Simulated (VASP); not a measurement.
# BaMgPF (P4/nmm) in VASP: single point with PBE

Aim: the single point of BaMgPF with PBE.

Everything below comes from runs of VASP 6.6.1. Logs are shortened: lines on timing, memory, paths and dates and some standing lists are left out, and cuts for length are marked.

## Step 1: The cell of the first run

It takes space group P4/nmm (No. 129, tetragonal). The conventional cell has a = 4.334 Å, b = 4.334 Å, c = 9.573 Å, α = 90.00°, β = 90.00°, γ = 90.00°. Ba (site symmetry 4mm) has 4 F at 2.66 Å and 4 P at 3.55 Å within 3.6 Å. Within 3.6 Å of P (site symmetry 4mm) lie 4 Mg at 2.62 Å and 4 Ba at 3.55 Å. Within 3.5 Å of Mg (site symmetry -4m2) lie 4 P at 2.62 Å and 4 Mg at 3.06 Å. Within 3.5 Å of F (site symmetry -4m2) lie 4 Ba at 2.66 Å and 4 F at 3.06 Å.

## Step 2: Single point, PBE

The input, INCAR:

```
SYSTEM = BaMgPF
ALGO     = Normal         ! electronic algorithm
EDIFF    = 1E-6           ! SCF threshold, eV
ENCUT    = 840            ! plane-wave cutoff, eV
GGA      = PE             ! functional
GGA_COMPAT= .FALSE.      
ISIF     = 2              ! what is computed and relaxed
ISMEAR   = 0              ! smearing method
LASPH    = .TRUE.         ! aspherical terms in the spheres
LCHARG   = .TRUE.         ! write CHGCAR
LELF     = .TRUE.         ! ELF
LREAL    = .FALSE.        ! projectors in reciprocal space
LVHAR    = .TRUE.       
LWAVE    = .FALSE.        ! write WAVECAR
NBANDS   = 42             ! bands
NELM     = 120            ! most SCF steps
PREC     = Accurate       ! precision mode
SIGMA    = 0.02           ! smearing width, eV
```

The input, KPOINTS:

```
k-points
0
G
  6 6 4
  0 0 0
```

The input, POSCAR:

```
BaMgPF
1.0
    4.3338564672      0.0000000000      0.0000000000
    0.0000000000      4.3338564672      0.0000000000
    0.0000000000      0.0000000000      9.5732924182
Ba P Mg F
2 2 2 2
Direct
    0.5000000000      0.0000000000      0.1605456130
    0.0000000000      0.5000000000      0.8394543870
    0.5000000000      0.0000000000      0.6531338968
    0.0000000000      0.5000000000      0.3468661032
    0.5000000000      0.5000000000      0.5000000000
    0.0000000000      0.0000000000      0.5000000000
    0.5000000000      0.5000000000      0.0000000000
    0.0000000000      0.0000000000      0.0000000000
```

Potentials or basis: VASP PAW PBE potentials, release 64 (Ba_sv, P, Mg_sv, F).

Command:

```
$ cat potpaw_PBE.64/Ba_sv/POTCAR potpaw_PBE.64/P/POTCAR potpaw_PBE.64/Mg_sv/POTCAR potpaw_PBE.64/F/POTCAR > POTCAR
$ mpirun -np 1 vasp_std > vasp.out
```

OUTCAR:

```text
SYSTEM = BaMgPF
   EDIFF = 1E-6
   ENCUT = 840
   GGA = PE
   ISIF = 2
   ISMEAR = 0
   LASPH = .TRUE.
   LREAL = .FALSE.
   NELM = 120
   PREC = Accurate

 ion  position               nearest neighbor table
   1  0.500  0.000  0.161-   7 2.66   8 2.66   7 2.66   8 2.66   4 3.55   4 3.55   4 3.55   4 3.55
                             2 4.34   2 4.34   2 4.34   2 4.34
   2  0.000  0.500  0.839-   7 2.66   8 2.66   8 2.66   7 2.66   3 3.55   3 3.55   3 3.55   3 3.55
                             1 4.34   1 4.34   1 4.34   1 4.34
   3  0.500  0.000  0.653-   5 2.62   6 2.62   5 2.62   6 2.62   2 3.55   2 3.55   2 3.55   2 3.55

   4  0.000  0.500  0.347-   5 2.62   6 2.62   6 2.62   5 2.62   1 3.55   1 3.55   1 3.55   1 3.55

   5  0.500  0.500  0.500-   3 2.62   4 2.62   3 2.62   4 2.62
   6  0.000  0.000  0.500-   3 2.62   4 2.62   4 2.62   3 2.62
   7  0.500  0.500  0.000-   1 2.66   2 2.66   1 2.66   2 2.66
   8  0.000  0.000  0.000-   1 2.66   2 2.66   2 2.66   1 2.66

  LATTYP: Found a simple tetragonal cell.
 ALAT       =     4.3338564672
 C/A-ratio  =     2.2089546552

  Lattice vectors:

 A1 = (   4.3338564672,   0.0000000000,   0.0000000000)
 A2 = (   0.0000000000,   4.3338564672,   0.0000000000)
 A3 = (   0.0000000000,   0.0000000000,   9.5732924182)

Analysis of symmetry for initial positions (statically):
=====================================================================
 Subroutine PRICEL returns:
 Original cell was already a primitive cell.

 Routine SETGRP: Setting up the symmetry group for a
 simple tetragonal supercell.

 Subroutine GETGRP returns: Found 16 space group operations
 (whereof  8 operations were pure point group operations)
 out of a pool of 16 trial point group operations.

The static configuration has the point symmetry D_2d.
 The point group associated with its full space group is D_4h.

Analysis of symmetry for dynamics (positions and initial velocities):
=====================================================================
 Subroutine PRICEL returns:
 Original cell was already a primitive cell.

 Routine SETGRP: Setting up the symmetry group for a
 simple tetragonal supercell.

 Subroutine GETGRP returns: Found 16 space group operations
 (whereof  8 operations were pure point group operations)
 out of a pool of 16 trial point group operations.

The dynamic configuration has the point symmetry D_2d.
 The point group associated with its full space group is D_4h.

 Subroutine INISYM returns: Found 16 space group operations
 (whereof  8 operations are pure point group operations),
[... 109 lines left out ...]
   LREAL  =      F    real-space projection
   EDIFFG = 0.1E-04   stopping-criterion for IOM
   NSW    =      0    number of steps for IOM
   IBRION =     -1    ionic relax: 0-MD 1-quasi-New 2-CG
   NFREE  =      0    steps in history (QN), initial steepest desc. (CG)
   ISIF   =      2    stress and relaxation
   ISYM   =      2    0-nonsym 1-usesym 2-fastsym
   POTIM  = 0.5000    time-step for ionic-motion
   TEBEG  =    0.0;   TEEND  =   0.0 temperature during run
   PSTRESS=    0.0 pullay stress
   NELECT =      64.0000    total number of electrons
   NUPDOWN=      -1.0000    fix difference up-down
   EMIN   =  10.00;   EMAX   =-10.00  energy-range for DOS
   EFERMI =   0.00;   METHOD = LEGACY
   ISMEAR =     0;   SIGMA  =   0.02  broadening in eV -4-tet -1-fermi 0-gaus
   EFERMI_NEDOS =   21; number of points for ismear=-14 and -15
   IALGO  =     38    algorithm
   IMIX   =      4    mixing-type and parameters
     AMIX     =   0.40;   BMIX     =  1.00
     AMIX_MAG =   1.60;   BMIX_MAG =  1.00
  volume/ion in A,a.u.               =      22.48       151.68
  Fermi-wavevector in a.u.,A,eV,Ry     =   1.160196  2.192453 18.314187  1.346055
  Thomas-Fermi vector in A             =   2.296781
   LORBIT       =      0    0 simple, 1 ext, 2 COOP (PROOUT), +10 PAW based schemes
   GGA     = PE    functional components
   LHFCALC =     F    Hartree Fock is set to
   AEXX    =    0.0000 exact exchange contribution
   IVDW    =     0    specifies the selected vdW correction
   LEPSILON=     F    determine dielectric tensor
   LRPA    =     F    only Hartree local field effects (RPA)
 non-spin polarized calculation
 Gauss-broadening in eV      SIGMA  =   0.02
  energy-cutoff  :      840.00
  volume of cell :      179.81
 maximum number of plane-waves:      9996
 NGX is ok and might be reduce to    42
   NGX = 21   NGY = 21   NGZ = 45

 number of electron      63.9999996 magnetization

 Free energy of the ion-electron system (eV)
  ---------------------------------------------------
  ext. energy  EPLUGINS =         0.00000000
  ---------------------------------------------------
  free energy    TOTEN  =       -37.66480386 eV

  energy without entropy =      -37.66480386  energy(sigma->0) =      -37.66480386

 E-fermi :   2.7178     XC(G=0):  -9.0693

 val. band max:        2.4431711175   @ k =   0.0000   0.0000   0.0000
 cond. band min:       4.2074723762   @ k =   0.0000   0.0000   0.0000
 fundamental gap:      1.7643012588
 Fermi energy:         2.7177513158

 k-point     1 :       0.0000    0.0000    0.0000
  band No.  band energies     occupation
      1     -72.1921      2.00000
      2     -72.1886      2.00000
      3     -38.9591      2.00000
      4     -38.9591      2.00000
      5     -38.9577      2.00000
      6     -38.9522      2.00000
[... 1069 lines left out ...]
     41       7.7765      0.00000
     42       7.7765      0.00000

 [... further k-points ...]
[... 5 lines left out ...]
  --------------------------------------------------------------------------------------
  -------------------------------------------------------------------------------------
  Total        0.6370559      0.6370559      0.6417500      0.0000000      0.0000000      0.0000000
  in kB        5.6764624      5.6764624      5.7182889      0.0000000      0.0000000      0.0000000
  external PRESSURE =       5.6904046 kB  Pullay stress =       0.0000000 kB

 VOLUME and BASIS-vectors are now :
 -----------------------------------------------------------------------------
  energy-cutoff  :      840.00
  volume of cell :      179.81
      direct lattice vectors                 reciprocal lattice vectors
     4.333856467  0.000000000  0.000000000     0.230741375  0.000000000  0.000000000
     0.000000000  4.333856467  0.000000000     0.000000000  0.230741375  0.000000000
     0.000000000  0.000000000  9.573292418     0.000000000  0.000000000  0.104457271

 POSITION                                       TOTAL-FORCE (eV/Angst)
 -----------------------------------------------------------------------------------
      2.16693      0.00000      1.53695         0.000000      0.000000      0.126036
      0.00000      2.16693      8.03634         0.000000     -0.000000     -0.126036
      2.16693      0.00000      6.25264        -0.000000     -0.000000     -0.017732
      0.00000      2.16693      3.32065         0.000000     -0.000000      0.017732
      2.16693      2.16693      4.78665         0.000000     -0.000000      0.000000
      0.00000      0.00000      4.78665         0.000000     -0.000000      0.000000
      2.16693      2.16693      0.00000         0.000000      0.000000      0.000000
      0.00000      0.00000      0.00000         0.000000     -0.000000      0.000000
 -----------------------------------------------------------------------------------
    total drift:                                0.000000      0.000000     -0.000000

  FREE ENERGIE OF THE ION-ELECTRON SYSTEM (eV)
  ---------------------------------------------------
  free  energy   TOTEN  =       -37.6648038646 eV

  energy  without entropy=      -37.6648038646  energy(sigma->0) =      -37.66480386
```

stdout:

```text
POSCAR found type information on POSCAR BaP MgF
 POSCAR found :  4 types and       8 ions
 scaLAPACK will be used
 LDA part: xc-table for (Slater+PW92), standard interpolation
 POSCAR, INCAR and KPOINTS ok, starting setup
 FFT: planning ... GRIDC
 FFT: planning ... GRID_SOFT
 FFT: planning ... GRID
 WAVECAR not read
 entering main loop
```

It took 15 min on 1 thread of AMD EPYC 7R43 (Zen 3), shared host; peak memory 0.64 GiB.

Results:

- Free energy: -37.6648 eV
- Pressure: 0.6 GPa
- Largest force: 0.126 eV/Å
- Band gap on the k mesh: 1.76 eV

Forces on the atoms (eV/Å):
```
Ba   0.000  0.000  0.126
Ba   0.000  0.000 -0.126
P    0.000  0.000 -0.018
P    0.000  0.000  0.018
Mg   0.000  0.000  0.000
Mg   0.000  0.000  0.000
F    0.000  0.000  0.000
F    0.000  0.000  0.000
```

Levels at points of the mesh, in eV from the valence-band top:
```
           k point  band 30  band 31  band 32  band 33  band 34  band 35
(0.00, 0.00, 0.00)    -0.42     0.00     0.00     1.76     2.23     2.73
(0.50, 0.00, 0.00)    -0.53    -0.47    -0.47     3.05     3.05     3.44
(0.50, 0.50, 0.00)    -1.44    -1.37    -1.37     2.42     2.42     4.07
(0.00, 0.00, 0.50)    -0.70    -0.01    -0.01     2.00     2.58     2.75
(0.50, 0.00, 0.50)    -0.50    -0.47    -0.47     3.21     3.21     3.50
(0.50, 0.50, 0.50)    -1.46    -1.35    -1.35     2.61     2.61     4.17
```

Caveat: spin-orbit coupling is left out, which moves the levels of the heavy elements. A k mesh can miss the band edges.
